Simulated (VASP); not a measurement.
Wanted: the native input for a VASP 6.6.1 run.

```yaml
Task: single point
Functional: PBEsol
Potentials_or_basis: VASP PAW PBE potentials, release 64 (Mg)
Cutoff: 520 eV
k_mesh: 18 × 18 × 18
Occupations: gaussian, width 0.1 eV
Spin: no spin polarisation
Dipole_correction: no
Further_INCAR_settings: ALGO = Fast; EDIFF = 1e-06; NBANDS = 9
```

The structure of Mg lies in POSCAR:

```
Mg
1.0
    0.0000000000      2.6376894759      5.7025330995
    1.5925945011      0.0000000000      5.7025330995
    1.5925945011      2.6376894759      0.0000000000
Mg
2
Direct
    0.8662444316      0.8662444316      0.1337555684
    0.1337555684      0.1337555684      0.8662444316
```

These files were run (other wordings do the same):

INCAR

```
  ALGO = Fast
  EDIFF = 1E-6
  ENCUT = 520
  GGA = PS
  ISIF = 2
  ISMEAR = 0
  LASPH = True
  LCHARG = False
  LREAL = False
  LWAVE = False
  NBANDS = 9
  NELM = 100
  PREC = Accurate
  SIGMA = 0.1
```

KPOINTS

```
k-points
0
Gamma
  18 18 18
```

Potentials or basis: VASP PAW PBE potentials, release 64 (Mg).

Launch:

```bash
$ cat potpaw_PBE.64/Mg/POTCAR > POTCAR
$ mpirun -np 1 vasp_std > vasp.out
```

Results of the run:

```
Pressure               : 0.0 GPa
Band gap on the k mesh : zero (bands 2 and 3 overlap by 3.52 eV)
```

Caveat: the PAW data sets were made with another functional, which shifts forces and pressure a little.

Wall time 2.5 min on 1 thread of Intel(R) Xeon(R) 6975P-C (Granite Rapids), on a shared host, peak memory 0.51 GiB.
